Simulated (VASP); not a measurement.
# Ni3Ge (Pm-3m) in VASP: a series of runs, part 2 of 2

VASP 6.6.1. The steps go on from the part before.

## Step 3: Single point, LDA, collinear spin, ferromagnetic start (9.34 Å³/atom)

File INCAR:

```
ALGO     = Normal         # electronic algorithm
EDIFF    = 1E-7           # SCF threshold, eV
ENCUT    = 520            # plane-wave cutoff, eV
ISIF     = 2              # what is computed and relaxed
ISMEAR   = 0              # smearing method
ISPIN    = 2              # spin polarisation
LASPH    = T              # aspherical terms in the spheres
LCHARG   = F              # write CHGCAR
LMAXMIX  = 4              # l up to which the mixer works
LORBIT   = 11             # projections on sites
LREAL    = F              # projectors in reciprocal space
LWAVE    = F              # write WAVECAR
MAGMOM   = 0.25 0.25 0.25 0 # initial moments
NBANDS   = 34             # bands
NELM     = 150            # most SCF steps
NUPDOWN  = 0.75           # fixed moment
PREC     = Accurate       # precision mode
SIGMA    = 0.15           # smearing width, eV
```

File KPOINTS:

```
k-points
0
Gamma
  12 12 12
```

File POSCAR:

```
Ni3Ge
1.0
    3.3431134987      0.0000000000      0.0000000000
    0.0000000000      3.3431134987      0.0000000000
    0.0000000000      0.0000000000      3.3431134987
Ni Ge
3 1
Direct
    0.5000000000      0.0000000000      0.5000000000
    0.0000000000      0.5000000000      0.5000000000
    0.5000000000      0.5000000000      0.0000000000
    0.0000000000      0.0000000000      0.0000000000
```

Potentials or basis: VASP PAW LDA potentials, release 64 (Ni, Ge_d).

Launch:

```bash
$ cat potpaw_LDA.64/Ni/POTCAR potpaw_LDA.64/Ge_d/POTCAR > POTCAR
$ mpirun -np 1 vasp_std > vasp.out
```

OUTCAR:

```text
EDIFF = 1E-7
   ENCUT = 520
   ISIF = 2
   ISMEAR = 0
   ISPIN = 2
   LASPH = T
   LORBIT = 11
   LREAL = F
   NELM = 150
   NUPDOWN = 0.75
   PREC = Accurate

 ion  position               nearest neighbor table
   1  0.500  0.000  0.500-   2 2.36   3 2.36   4 2.36   3 2.36   4 2.36   2 2.36   3 2.36   3 2.36
                             2 2.36   4 2.36   4 2.36   2 2.36
   2  0.000  0.500  0.500-   1 2.36   3 2.36   4 2.36   3 2.36   4 2.36   1 2.36   4 2.36   4 2.36
                             1 2.36   3 2.36   3 2.36   1 2.36
   3  0.500  0.500  0.000-   1 2.36   2 2.36   4 2.36   1 2.36   2 2.36   1 2.36   4 2.36   1 2.36
                             2 2.36   4 2.36   2 2.36   4 2.36
   4  0.000  0.000  0.000-   1 2.36   2 2.36   3 2.36   1 2.36   2 2.36   2 2.36   3 2.36   2 2.36
                             1 2.36   3 2.36   1 2.36   3 2.36

  LATTYP: Found a simple cubic cell.
 ALAT       =     3.3431134987

  Lattice vectors:

 A1 = (   3.3431134987,   0.0000000000,   0.0000000000)
 A2 = (   0.0000000000,   3.3431134987,   0.0000000000)
 A3 = (   0.0000000000,   0.0000000000,   3.3431134987)

Analysis of symmetry for initial positions (statically):
=====================================================================
 Subroutine PRICEL returns:
 Original cell was already a primitive cell.

 Routine SETGRP: Setting up the symmetry group for a
 simple cubic supercell.

 Subroutine GETGRP returns: Found 48 space group operations
 (whereof 48 operations were pure point group operations)
 out of a pool of 48 trial point group operations.

The static configuration has the point symmetry O_h .

Analysis of symmetry for dynamics (positions and initial velocities):
=====================================================================
 Subroutine PRICEL returns:
 Original cell was already a primitive cell.

 Routine SETGRP: Setting up the symmetry group for a
 simple cubic supercell.

 Subroutine GETGRP returns: Found 48 space group operations
 (whereof 48 operations were pure point group operations)
 out of a pool of 48 trial point group operations.

The dynamic configuration has the point symmetry O_h .

Analysis of structural, dynamic, and magnetic symmetry:
=====================================================================
 Subroutine PRICEL returns:
 Original cell was already a primitive cell.

 Routine SETGRP: Setting up the symmetry group for a
 simple cubic supercell.

 Subroutine GETGRP returns: Found 48 space group operations
 (whereof 48 operations were pure point group operations)
 out of a pool of 48 trial point group operations.

The overall configuration has the point symmetry O_h .

 Subroutine INISYM returns: Found 48 space group operations
 (whereof 48 operations are pure point group operations),
 and found     1 'primitive' translations

----------------------------------------------------------------------------------------

                                     Primitive cell

  volume of cell :      37.3640

  direct lattice vectors                    reciprocal lattice vectors
[... 82 lines left out ...]
   PREC   = accura    normal or accurate (medium, high low for compatibility)
   ISTART =      0    job   : 0-new  1-cont  2-samecut
   ICHARG =      2    charge: 1-file 2-atom 10-const
   ISPIN  =      2    spin polarized calculation?
   LNONCOLLINEAR =      F non collinear calculations
   LSORBIT =      F    spin-orbit coupling
   LASPH  =      T    aspherical Exc in radial PAW
   ENCUT  =  520.0 eV  38.22 Ry    6.18 a.u.   6.22  6.22  6.22*2*pi/ulx,y,z
   NELM   =    150;   NELMIN=  2; NELMDL= -5     # of ELM steps
   EDIFF  = 0.1E-06   stopping-criterion for ELM
   LREAL  =      F    real-space projection
   EDIFFG = 0.1E-05   stopping-criterion for IOM
   NSW    =      0    number of steps for IOM
   IBRION =     -1    ionic relax: 0-MD 1-quasi-New 2-CG
   NFREE  =      0    steps in history (QN), initial steepest desc. (CG)
   ISIF   =      2    stress and relaxation
   ISYM   =      2    0-nonsym 1-usesym 2-fastsym
   POTIM  = 0.5000    time-step for ionic-motion
   TEBEG  =    0.0;   TEEND  =   0.0 temperature during run
   PSTRESS=    0.0 pullay stress
   NELECT =      44.0000    total number of electrons
   NUPDOWN=       0.7500    fix difference up-down
   EMIN   =  10.00;   EMAX   =-10.00  energy-range for DOS
   EFERMI =   0.00;   METHOD = LEGACY
   ISMEAR =     0;   SIGMA  =   0.15  broadening in eV -4-tet -1-fermi 0-gaus
   EFERMI_NEDOS =   21; number of points for ismear=-14 and -15
   IALGO  =     38    algorithm
   IMIX   =      4    mixing-type and parameters
     AMIX     =   0.40;   BMIX     =  1.00
     AMIX_MAG =   1.60;   BMIX_MAG =  1.00
  volume/ion in A,a.u.               =       9.34        63.04
  Fermi-wavevector in a.u.,A,eV,Ry     =   1.728786  3.266932 40.663752  2.988701
  Thomas-Fermi vector in A             =   2.803655
   LORBIT       =     11    0 simple, 1 ext, 2 COOP (PROOUT), +10 PAW based schemes
   GGA     = CA    functional components
   LHFCALC =     F    Hartree Fock is set to
   AEXX    =    0.0000 exact exchange contribution
   IVDW    =     0    specifies the selected vdW correction
   LEPSILON=     F    determine dielectric tensor
   LRPA    =     F    only Hartree local field effects (RPA)
 spin polarized calculation
 Gauss-broadening in eV      SIGMA  =   0.15
  energy-cutoff  :      520.00
  volume of cell :       37.36
 maximum number of plane-waves:      1024
 NGX is ok and might be reduce to    28
   NGX = 13   NGY = 13   NGZ = 13

 number of electron      44.0000028 magnetization       0.7500001

 Free energy of the ion-electron system (eV)
  ---------------------------------------------------
  ext. energy  EPLUGINS =         0.00000000
  ---------------------------------------------------
  free energy    TOTEN  =       -25.65956884 eV

  energy without entropy =      -25.62817974  energy(sigma->0) =      -25.64387429

 E-fermi :  12.5668     XC(G=0): -14.8318

 val. band max:       13.2615466972   @ k =   0.4167   0.4167   0.2500
 cond. band min:      12.5683709821   @ k =   0.5000   0.4167   0.4167
 fundamental gap:     -0.6931757151
 Fermi energy:        13.2743826608

 spin component 1

 k-point     1 :       0.0000    0.0000    0.0000
  band No.  band energies     occupation
      1     -12.1481      1.00000
      2     -12.1481      1.00000
      3     -12.1201      1.00000
      4     -12.1201      1.00000
      5     -12.1201      1.00000
      6      -1.2415      1.00000
[... 877 lines left out ...]
     33      27.9384      0.00000
     34      29.8265      0.00000

 [... further k-points ...]

 spin component 2

 k-point     1 :       0.0000    0.0000    0.0000
  band No.  band energies     occupation
      1     -12.1459      1.00000
      2     -12.1459      1.00000
      3     -12.1182      1.00000
      4     -12.1182      1.00000
      5     -12.1182      1.00000
      6      -1.2180      1.00000
[... 877 lines left out ...]
     33      27.9969      0.00000
     34      29.8786      0.00000

 [... further k-points ...]
[... 5 lines left out ...]
  --------------------------------------------------------------------------------------
  -------------------------------------------------------------------------------------
  Total       10.0773839     10.0773839     10.0773839      0.0000000      0.0000000     -0.0000000
  in kB      432.1206523    432.1206523    432.1206523      0.0000000      0.0000000     -0.0000000
  external PRESSURE =     432.1206523 kB  Pullay stress =       0.0000000 kB

 VOLUME and BASIS-vectors are now :
 -----------------------------------------------------------------------------
  energy-cutoff  :      520.00
  volume of cell :       37.36
      direct lattice vectors                 reciprocal lattice vectors
     3.343113499  0.000000000  0.000000000     0.299122360  0.000000000  0.000000000
     0.000000000  3.343113499  0.000000000     0.000000000  0.299122360  0.000000000
     0.000000000  0.000000000  3.343113499     0.000000000  0.000000000  0.299122360

 POSITION                                       TOTAL-FORCE (eV/Angst)
 -----------------------------------------------------------------------------------
      1.67156      0.00000      1.67156         0.000000      0.000000      0.000000
      0.00000      1.67156      1.67156         0.000000      0.000000      0.000000
      1.67156      1.67156      0.00000         0.000000      0.000000      0.000000
      0.00000      0.00000      0.00000         0.000000      0.000000      0.000000
 -----------------------------------------------------------------------------------
    total drift:                                0.000000      0.000000      0.000000

  FREE ENERGIE OF THE ION-ELECTRON SYSTEM (eV)
  ---------------------------------------------------
  free  energy   TOTEN  =       -25.6595688361 eV

  energy  without entropy=      -25.6281797425  energy(sigma->0) =      -25.64387429

 total charge

# of ion       s       p       d       tot
------------------------------------------
    1        0.555   0.733   8.553   9.841
    2        0.555   0.733   8.553   9.841
    3        0.555   0.733   8.553   9.841
    4        1.111   1.449  10.238  12.797
--------------------------------------------------
tot          2.776   3.649  35.896  42.321

 magnetization (x)

# of ion       s       p       d       tot
------------------------------------------
    1       -0.001   0.002   0.242   0.243
    2       -0.001   0.002   0.242   0.243
    3       -0.001   0.002   0.242   0.243
    4       -0.001   0.014  -0.004   0.010
--------------------------------------------------
tot         -0.005   0.019   0.723   0.738
```

Run time: 95 s. Hardware: 1 thread of Intel Xeon 6975P-C (Granite Rapids), shared host; peak memory 0.26 GiB.

What came out:

```yaml
Free_energy: -25.6596 eV
Pressure: 43.2 GPa
Net_moment: 0.75 μB per cell
Site_moments: Ni +0.24; Ge +0.01 μB
Valence_electrons_inside_the_program's_atomic_spheres: Ni 9.84; Ge 12.80
```

Caveat: the cell stands under pressure; the total moment is fixed, so each spin has its own Fermi level and the state may be an excited one.

## Step 4: Single point, LDA, collinear spin, ferromagnetic start (11.25 Å³/atom)

This run uses another cell than the first one, of 11.25 Å³/atom.

File INCAR:

```
SYSTEM = Ni3Ge
PREC = Accurate
ENCUT = 520
EDIFF = 1E-6
ISMEAR = 0
SIGMA = 0.15
LREAL = .FALSE.
LASPH = .TRUE.
NELM = 150
ALGO = Fast
ISIF = 2
LWAVE = .FALSE.
LCHARG = .FALSE.
ISPIN = 2
MAGMOM = 0.625 0.625 0.625 0
LORBIT = 11
NUPDOWN = 1.875
LMAXMIX = 4
GGA = CA
NBANDS = 34
```

File KPOINTS:

```
Automatic mesh
0
G
  12 12 12
  0 0 0
```

File POSCAR:

```
Ni3Ge
1.0
    3.5571040709      0.0000000000      0.0000000000
    0.0000000000      3.5571040709      0.0000000000
    0.0000000000      0.0000000000      3.5571040709
Ni Ge
3 1
Direct
    0.5000000000      0.0000000000      0.5000000000
    0.0000000000      0.5000000000      0.5000000000
    0.5000000000      0.5000000000      0.0000000000
    0.0000000000      0.0000000000      0.0000000000
```

Potentials or basis: VASP PAW LDA potentials, release 64 (Ni, Ge_d).

Launch:

```bash
$ cat potpaw_LDA.64/Ni/POTCAR potpaw_LDA.64/Ge_d/POTCAR > POTCAR
$ mpirun -np 1 vasp_std > vasp.out
```

OUTCAR:

```text
SYSTEM = Ni3Ge
   PREC = Accurate
   ENCUT = 520
   EDIFF = 1E-6
   ISMEAR = 0
   LREAL = .FALSE.
   LASPH = .TRUE.
   NELM = 150
   ISIF = 2
   ISPIN = 2
   LORBIT = 11
   NUPDOWN = 1.875
   GGA = CA

 ion  position               nearest neighbor table
   1  0.500  0.000  0.500-   2 2.52   3 2.52   4 2.52   3 2.52   4 2.52   2 2.52   3 2.52   3 2.52
                             2 2.52   4 2.52   4 2.52   2 2.52
   2  0.000  0.500  0.500-   1 2.52   3 2.52   4 2.52   3 2.52   4 2.52   1 2.52   4 2.52   4 2.52
                             1 2.52   3 2.52   3 2.52   1 2.52
   3  0.500  0.500  0.000-   1 2.52   2 2.52   4 2.52   1 2.52   2 2.52   1 2.52   4 2.52   1 2.52
                             2 2.52   4 2.52   2 2.52   4 2.52
   4  0.000  0.000  0.000-   1 2.52   2 2.52   3 2.52   1 2.52   2 2.52   2 2.52   3 2.52   2 2.52
                             1 2.52   3 2.52   1 2.52   3 2.52

  LATTYP: Found a simple cubic cell.
 ALAT       =     3.5571040709

  Lattice vectors:

 A1 = (   3.5571040709,   0.0000000000,   0.0000000000)
 A2 = (   0.0000000000,   3.5571040709,   0.0000000000)
[... 1982 lines left out ...]
     33      23.3071      0.00000
     34      24.7957      0.00000

 [... further k-points ...]
[... 5 lines left out ...]
  --------------------------------------------------------------------------------------
  -------------------------------------------------------------------------------------
  Total       -2.3167269     -2.3167269     -2.3167269      0.0000000      0.0000000     -0.0000000
  in kB      -82.4699450    -82.4699450    -82.4699450      0.0000000      0.0000000     -0.0000000
  external PRESSURE =     -82.4699450 kB  Pullay stress =       0.0000000 kB

 VOLUME and BASIS-vectors are now :
 -----------------------------------------------------------------------------
  energy-cutoff  :      520.00
  volume of cell :       45.01
      direct lattice vectors                 reciprocal lattice vectors
     3.557104071  0.000000000  0.000000000     0.281127563  0.000000000  0.000000000
     0.000000000  3.557104071  0.000000000     0.000000000  0.281127563  0.000000000
     0.000000000  0.000000000  3.557104071     0.000000000  0.000000000  0.281127563

 POSITION                                       TOTAL-FORCE (eV/Angst)
 -----------------------------------------------------------------------------------
      1.77855      0.00000      1.77855         0.000000      0.000000      0.000000
      0.00000      1.77855      1.77855         0.000000      0.000000      0.000000
      1.77855      1.77855      0.00000         0.000000      0.000000      0.000000
      0.00000      0.00000      0.00000         0.000000      0.000000      0.000000
 -----------------------------------------------------------------------------------
    total drift:                                0.000000      0.000000      0.000000

  FREE ENERGIE OF THE ION-ELECTRON SYSTEM (eV)
  ---------------------------------------------------
  free  energy   TOTEN  =       -25.8156181447 eV

  energy  without entropy=      -25.7809645834  energy(sigma->0) =      -25.79829136

 total charge

# of ion       s       p       d       tot
------------------------------------------
    1        0.472   0.533   8.396   9.401
    2        0.472   0.533   8.396   9.401
    3        0.472   0.533   8.396   9.401
    4        1.095   1.256  10.127  12.478
--------------------------------------------------
tot          2.513   2.855  35.315  40.682

 magnetization (x)

# of ion       s       p       d       tot
------------------------------------------
    1        0.003   0.010   0.583   0.595
    2        0.003   0.010   0.583   0.595
    3        0.003   0.010   0.583   0.595
    4        0.008   0.050  -0.004   0.054
--------------------------------------------------
tot          0.016   0.079   1.745   1.840
```

OSZICAR:

```text
N       E                     dE             d eps       ncg     rms          rms(c)
DAV:   1     0.314032054581E+03    0.31403E+03   -0.18849E+04 12870   0.286E+03
DAV:   2     0.132238432567E+02   -0.30081E+03   -0.28042E+03 11432   0.477E+02
DAV:   3    -0.278488165732E+02   -0.41073E+02   -0.39654E+02 12062   0.152E+02
DAV:   4    -0.291693407131E+02   -0.13205E+01   -0.13175E+01 12996   0.311E+01
DAV:   5    -0.291944986065E+02   -0.25158E-01   -0.25155E-01 15350   0.369E+00    0.182E+01
RMM:   6    -0.284323143400E+02    0.76218E+00   -0.23515E+01 14966   0.418E+01    0.153E+01
RMM:   7    -0.259083647150E+02    0.25239E+01   -0.42042E+00 15084   0.196E+01    0.438E+00
RMM:   8    -0.258252226524E+02    0.83142E-01   -0.10026E-01 16407   0.258E+00    0.172E+00
RMM:   9    -0.258175536786E+02    0.76690E-02   -0.19908E-02 18149   0.973E-01    0.412E-01
RMM:  10    -0.258161755096E+02    0.13782E-02   -0.37415E-03 18344   0.459E-01    0.182E-01
RMM:  11    -0.258156195692E+02    0.55594E-03   -0.99119E-04 18586   0.269E-01    0.782E-02
RMM:  12    -0.258156137487E+02    0.58205E-05   -0.26495E-04 20036   0.967E-02    0.412E-02
RMM:  13    -0.258156177569E+02   -0.40082E-05   -0.37353E-05 19518   0.412E-02    0.171E-02
RMM:  14    -0.258156181447E+02   -0.38783E-06   -0.94642E-06 16458   0.165E-02
   1 F= -.25815618E+02 E0= -.25798291E+02  d E =-.346536E-01  mag=     1.8750
```

It took 1.8 min on 1 thread of Intel Xeon 6975P-C (Granite Rapids), shared host; peak memory 0.28 GiB.

What came out:

* Free energy: -25.8156 eV
* Pressure: -8.2 GPa
* Net moment: 1.87 μB per cell
* Site moments: Ni +0.59; Ge +0.05 μB
* Valence electrons inside the program's atomic spheres: Ni 9.40; Ge 12.48

Caveat: the cell stands under tension; the total moment is fixed, so each spin has its own Fermi level and the state may be an excited one.

## Step 5: The runs side by side

| fixed moment (μB) | cell | pressure (GPa) | moment (μB) |
| --- | --- | --- | --- |
| 2.25 | a = 3.343 Å, 4 atoms | 49.0 | 2.25 |
| 0.75 | a = 3.343 Å, 4 atoms | 43.2 | 0.75 |
| 1.875 | a = 3.557 Å, 4 atoms | -8.2 | 1.87 |

Alike in all rows: task single point; level LDA; potentials or basis VASP PAW LDA potentials, release 64 (Ni, Ge_d); spin collinear, ferromagnetic start; k mesh 12 × 12 × 12; cutoff (eV) 520; smearing gaussian 0.15 eV.

Caveats: the total moment is fixed, so each spin has its own Fermi level and the state may be an excited one; the cell stands under pressure (at least some runs); the cell stands under tension (at least some runs).

Total energies depend on the potentials used, so only differences within one code and one set of settings carry meaning.
